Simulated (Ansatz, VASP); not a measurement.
Ge: VASP beside Ansatz

The input INCAR:

```
PREC = Accurate
ENCUT = 520
EDIFF = 1E-6
ISMEAR = 0
SIGMA = 0.1
LREAL = F
LASPH = T
NELM = 60
ALGO = Normal
ISIF = 2
LWAVE = F
LCHARG = F
LDIPOL = T
IDIPOL = 3
DIPOL = 0.5 0.5 0.500
NBANDS = 21
```

File KPOINTS:

```
Automatic mesh
0
Gamma
  12 12 1
```

File POSCAR:

```
Ge
1.0
    4.0850000000      0.0000000000      0.0000000000
   -2.0425000000      3.5377137745      0.0000000000
    0.0000000000      0.0000000000     28.0000000000
Ge
2
Direct
    0.3333333333      0.6666666667      0.5025535714
    0.6666666667      0.3333333333      0.4974464286
```

Input for Ansatz:

```yaml
crystal:
  lattice:
    - [4.085, 0.0, 0.0]
    - [-2.0425, 3.5377137745, 0.0]
    - [0.0, 0.0, 28.0]
  atoms:
    - { symbol: Ge, position: [0.3333333333, 0.6666666667, 0.5025535714] }
    - { symbol: Ge, position: [0.6666666667, 0.3333333333, 0.4974464286] }
  periodic: [true, true, false]
basis:
  ecutwfc: 420
kpoints:
  mp_grid: { grid: [12, 12, 1] }
hamiltonian:
  xc: lda
  pseudopotentials: { kind: paw, azcp: { folder: soft_1 } }
scf:
  occupations: { method: gaussian, width: 0.1 }
output:
  forces: true
  stress: true
  eigenvalues: true
```

Alike in both runs: task single point; functional LDA; k mesh 12 × 12 × 1; occupations gaussian, width 0.1 eV; no spin polarisation.

```csv
,VASP,Ansatz
version,VASP 6.6.1,Ansatz 0.2.0
potentials or method,"VASP PAW LDA potentials, release 64 (Ge_d), cutoff 520 eV","scalar-relativistic, plane waves, PAW"
valence electrons in the cell,28,28
```

Ansatz gave:

| Item | Value |
| --- | --- |
| gap on the k mesh at the Fermi level (eV) | none |
| rms of the force components (eV/Å) | 0.172 |

Q: What did VASP give for the same quantities?

A: gap on the k mesh at the Fermi level (eV): none; rms of the force components (eV/Å): 0.167.

Ansatz warns that its potentials were made for another functional, while VASP's fit it. LDA's correlation is that of Perdew and Zunger in VASP and of Perdew and Wang (1992) in Ansatz. Atom by atom the forces differ by 0.004 eV/Å (rms over components). A gap of «none» marks a metal or a gap that the smearing closes.
